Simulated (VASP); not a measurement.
A run of VASP 6.6.1 is set up as follows.

The input INCAR:

```
SYSTEM = CaBW
ALGO = Fast ; EDIFF = 1E-6
ENCUT = 520 ; GGA = PE
ISIF = 2 ; ISMEAR = 0
LASPH = .True. ; LCHARG = .False.
LREAL = .False. ; LWAVE = .False.
NBANDS = 36 ; NELM = 80
PREC = Accurate ; SIGMA = 0.1
```

KPOINTS

```
k-points
0
Gamma
  12 12 6
  0 0 0
```

The input POSCAR:

```
CaBW
1.0
    3.6796245974      0.0000000000      0.0000000000
   -1.8398122987      3.1866483778      0.0000000000
    0.0000000000      0.0000000000      9.7783831063
Ca B W
2 2 2
Direct
    0.0000000000      0.0000000000      0.5000000000
    0.0000000000      0.0000000000      0.0000000000
    0.6666666667      0.3333333333      0.2500000000
    0.3333333333      0.6666666667      0.7500000000
    0.6666666667      0.3333333333      0.7500000000
    0.3333333333      0.6666666667      0.2500000000
```

Potentials or basis: VASP PAW PBE potentials, release 64 (Ca_sv, B, W_sv).

Launch:

```bash
$ cat potpaw_PBE.64/Ca_sv/POTCAR potpaw_PBE.64/B/POTCAR potpaw_PBE.64/W_sv/POTCAR > POTCAR
$ mpirun -np 1 vasp_std > vasp.out
```

What does it give for the pressure?

0.1 GPa.

What does it give for the band gap on the k mesh?

Zero (bands 27 and 28 overlap by 1.15 eV).

Stress tensor (GPa, compression positive):
```
0.16 0.00 0.00
0.00 0.16 0.00
0.00 0.00 0.08
```

Caveat: spin-orbit coupling is left out, which moves the levels of the heavy elements.
